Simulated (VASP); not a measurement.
Write the native input for VASP 6.6.1 that does the following.

```yaml
Task: single point
Functional: r2SCAN
Potentials_or_basis: VASP PAW PBE potentials, release 64 (Cs_sv, H)
Cutoff: 520 eV
k_mesh: 4 × 4 × 4
Occupations: gaussian, width 0.01 eV
Spin: no spin polarisation
Dipole_correction: no
Further_INCAR_settings: ALGO = Normal; EDIFF = 1e-06; NBANDS = 12
```

Crystal: CsH.

```xyz
2
Lattice="3.8131 0.0000 0.0000 0.0000 3.8131 0.0000 0.0000 0.0000 3.8131" Properties=species:S:1:pos:R:3 pbc="T T T"
Cs    0.0000    0.0000    0.0000
H     1.9065    1.9065    1.9065
```

One way to write it, as run:

POSCAR

```
CsH
1.0
    3.8130897759      0.0000000000      0.0000000000
    0.0000000000      3.8130897759      0.0000000000
    0.0000000000      0.0000000000      3.8130897759
Cs H
1 1
Direct
    0.0000000000      0.0000000000      0.0000000000
    0.5000000000      0.5000000000      0.5000000000
```

INCAR.step1

```
  PREC = Accurate
  ENCUT = 520
  ISMEAR = 0
  SIGMA = 0.01
  LREAL = F
  LASPH = T
  NELM = 80
  NBANDS = 12
  GGA = PE
  ALGO = Normal
  EDIFF = 1E-4
  LWAVE = T
  LCHARG = F
```

INCAR.step2

```
  PREC = Accurate
  ENCUT = 520
  EDIFF = 1E-6
  ISMEAR = 0
  SIGMA = 0.01
  LREAL = F
  LASPH = T
  NELM = 80
  ALGO = Normal
  ISIF = 2
  LWAVE = F
  LCHARG = F
  METAGGA = R2SCAN
  LMIXTAU = T
  NBANDS = 12
  ISTART = 1
```

KPOINTS

```
regular mesh
0
Gamma
  4 4 4
```

Potentials or basis: VASP PAW PBE potentials, release 64 (Cs_sv, H).

The run is started by

```sh
$ cat potpaw_PBE.64/Cs_sv/POTCAR potpaw_PBE.64/H/POTCAR > POTCAR
$ cp INCAR.step1 INCAR
$ mpirun -np 1 vasp_std > vasp.out
$ cp INCAR.step2 INCAR
$ mpirun -np 1 vasp_std > vasp.out
```

Results of the run:

```json
{
  "Pressure": "0.1 GPa",
  "Band gap on the k mesh": "3.15 eV"
}
```

Caveat: the PAW data sets were made with another functional, which shifts forces and pressure a little; spin-orbit coupling is left out, which moves the levels of the heavy elements.

Run time: 26 s on 1 thread of Intel Xeon 8259CL, with other jobs on the host, peak memory 0.16 GiB.
